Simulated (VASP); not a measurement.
Here is a VASP 6.6.1 calculation.

POSCAR

```
Al
1.0
    2.8124600000      0.0000000000      0.0000000000
   -1.4062300000      2.4356618071      0.0000000000
    0.0000000000      0.0000000000      4.8668500000
Al
2
Direct
    0.6666666667      0.3333333333      0.7500000000
    0.3333333333      0.6666666667      0.2500000000
```

INCAR.step1

```
PREC     = Accurate       # precision mode
ENCUT    = 550            # plane-wave cutoff, eV
ISMEAR   = 1              # smearing method
SIGMA    = 0.1            # smearing width, eV
LREAL    = F              # projectors in reciprocal space
LASPH    = T              # aspherical terms in the spheres
NELM     = 120            # most SCF steps
NBANDS   = 10             # bands
GGA      = PE             # functional
ALGO     = Normal         # electronic algorithm
EDIFF    = 1E-5           # SCF threshold, eV
LWAVE    = T              # write WAVECAR
LCHARG   = F              # write CHGCAR
GGA_COMPAT= F
```

Contents of INCAR.step2:

```
PREC     = Accurate       # precision mode
ENCUT    = 550            # plane-wave cutoff, eV
EDIFF    = 1E-6           # SCF threshold, eV
ISMEAR   = 1              # smearing method
SIGMA    = 0.1            # smearing width, eV
LREAL    = F              # projectors in reciprocal space
LASPH    = T              # aspherical terms in the spheres
NELM     = 120            # most SCF steps
ALGO     = Normal         # electronic algorithm
ISIF     = 2              # what is computed and relaxed
LWAVE    = F              # write WAVECAR
LCHARG   = F              # write CHGCAR
METAGGA  = R2SCAN         # meta-GGA
LMIXTAU  = T            
NBANDS   = 10             # bands
ISTART   = 1            
GGA_COMPAT= F
```

File KPOINTS:

```
regular mesh
0
Gamma
  14 14 7
```

Potentials or basis: VASP PAW PBE potentials, release 64 (Al).

Launch:

```bash
$ cat potpaw_PBE.64/Al/POTCAR > POTCAR
$ cp INCAR.step1 INCAR
$ mpirun -np 1 vasp_std > vasp.out
$ cp INCAR.step2 INCAR
$ mpirun -np 1 vasp_std > vasp.out
```

Problem. Predict the pressure.

Solution. -3.3 GPa.

Problem. Predict the band gap on the k mesh.

Solution. Zero (bands 3 and 4 overlap by 5.58 eV).

Stress tensor (GPa, compression positive):
```
-2.55  0.00  0.00
 0.00 -2.55  0.00
 0.00  0.00 -4.79
```

Caveat: the cell stands under tension; the PAW data sets were made with another functional, which shifts forces and pressure a little.
